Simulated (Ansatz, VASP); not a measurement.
# Two plane-wave programs on LiH

INCAR

```
SYSTEM = LiH
ALGO = Normal
EDIFF = 1E-6
ENCUT = 520
GGA = PE
ISIF = 2
ISMEAR = 0
LASPH = .TRUE.
LCHARG = .FALSE.
LREAL = .FALSE.
LWAVE = .FALSE.
NBANDS = 9
NELM = 100
PREC = Accurate
SIGMA = 0.02
```

File KPOINTS:

```
k-points
0
G
  18 18 18
  0 0 0
```

Contents of POSCAR:

```
LiH
1.0
    0.0000000000      2.0367500000      2.0367500000
    2.0367500000      0.0000000000      2.0367500000
    2.0367500000      2.0367500000      0.0000000000
Li H
1 1
Direct
    0.0245489137      0.0245489137     -0.0245489137
    0.5000000000      0.5000000000      0.5000000000
```

Input for Ansatz:

```yaml
crystal:
  lattice:
    - [0.0, 2.03675, 2.03675]
    - [2.03675, 0.0, 2.03675]
    - [2.03675, 2.03675, 0.0]
  atoms:
    - { symbol: Li, position: [0.0245489137, 0.0245489137, -0.0245489137] }
    - { symbol: H, position: [0.5, 0.5, 0.5] }
hamiltonian:
  xc: pbe
kpoints:
  mp_grid: { grid: [18, 18, 18] }
scf:
  occupations: { method: gaussian, width: 0.02 }
  convergence: { dr2_threshold: 1.0e-09 }
basis:
  ecutwfc: 600
output:
  forces: true
  stress: true
```

Alike in both runs: task single point; functional PBE; k mesh 18 × 18 × 18; occupations gaussian, width 0.02 eV; no spin polarisation.

```csv
,VASP,Ansatz
version,VASP 6.6.1,Ansatz 0.2.0
potentials or method,"VASP PAW PBE potentials, release 64 (Li_sv, H), cutoff 520 eV","scalar-relativistic, plane waves, PAW"
valence electrons in the cell,4,4
```

|  | VASP | Ansatz | Ansatz less VASP |
| --- | --- | --- | --- |
| rms of the force components (eV/Å) | 0.058 | 0.058 | -0.0001 |

Atom by atom the forces differ by 0.000 eV/Å (rms over components). Ansatz's warnings: stress scf threshold loose.

Noted on VASP's run: the cutoff is short for stress, so the pressure is rough.
